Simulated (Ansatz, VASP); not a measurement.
**GaSe in VASP and in Ansatz**

The input INCAR:

```
ALGO = Normal
EDIFF = 1E-6
ENCUT = 500
GGA = PE
GGA_COMPAT = F
ISIF = 2
ISMEAR = 0
IVDW = 12
LASPH = T
LCHARG = F
LREAL = F
LWAVE = F
NBANDS = 48
NELM = 120
PREC = Accurate
SIGMA = 0.1
```

KPOINTS

```
k-points
0
Gamma
  6 6 1
```

File POSCAR:

```
GaSe
1.0
    3.7420000000      0.0000000000      0.0000000000
   -1.8710000000      3.2406670610      0.0000000000
    0.0000000000      0.0000000000     15.9190000000
Ga Se
4 4
Direct
    0.3333333333      0.6666666667      0.1770000000
    0.6666666667      0.3333333333      0.6770000000
    0.3333333333      0.6666666667      0.3230000000
    0.6666666667      0.3333333333      0.8230000000
    0.3333333333      0.6666666667      0.6000000000
    0.6666666667      0.3333333333      0.1000000000
    0.3333333333      0.6666666667      0.9000000000
    0.6666666667      0.3333333333      0.4000000000
```

Input for Ansatz:

```yaml
crystal:
  lattice:
    - [3.742, 0.0, 0.0]
    - [-1.871, 3.240667061, 0.0]
    - [0.0, 0.0, 15.919]
  atoms:
    - { symbol: Ga, position: [0.3333333333, 0.6666666667, 0.177] }
    - { symbol: Ga, position: [0.6666666667, 0.3333333333, 0.677] }
    - { symbol: Ga, position: [0.3333333333, 0.6666666667, 0.323] }
    - { symbol: Ga, position: [0.6666666667, 0.3333333333, 0.823] }
    - { symbol: Se, position: [0.3333333333, 0.6666666667, 0.6] }
    - { symbol: Se, position: [0.6666666667, 0.3333333333, 0.1] }
    - { symbol: Se, position: [0.3333333333, 0.6666666667, 0.9] }
    - { symbol: Se, position: [0.6666666667, 0.3333333333, 0.4] }
basis:
  ecutwfc: 420
kpoints:
  mp_grid: { grid: [6, 6, 1] }
hamiltonian:
  xc: pbe
  dispersion: d3bj
scf:
  occupations: { method: gaussian, width: 0.1 }
output:
  forces: true
  stress: true
  eigenvalues: true
```

Alike in both runs: task single point; functional PBE; dispersion D3(BJ); k mesh 6 × 6 × 1; occupations gaussian, width 0.1 eV; no spin polarisation.

|  | VASP | Ansatz |
| --- | --- | --- |
| version | VASP 6.6.1 | Ansatz 0.2.0 |
| potentials or method | VASP PAW PBE potentials, release 64 (Ga_d, Se), cutoff 500 eV | scalar-relativistic, plane waves, PAW |
| valence electrons in the cell | 76 | 116 |

|  | VASP | Ansatz | Ansatz less VASP |
| --- | --- | --- | --- |
| gap on the k mesh at the Fermi level (eV) | 1.20 | 1.21 | +0.014 |
| least direct gap on the mesh (eV) | 1.20 | 1.21 | +0.014 |
| pressure (GPa) | 1.1 | 1.0 | -0.15 |
| traceless stress, the component that is largest in VASP (GPa) | 1.82 | 1.83 | +0.002 |
| rms of the force components (eV/Å) | 0.505 | 0.513 | +0.0083 |

Atom by atom the forces differ by 0.012 eV/Å (rms over components). VASP's potentials hold 76 valence electrons a cell and Ansatz's 116, so a difference there can come from the potentials and not from the codes.
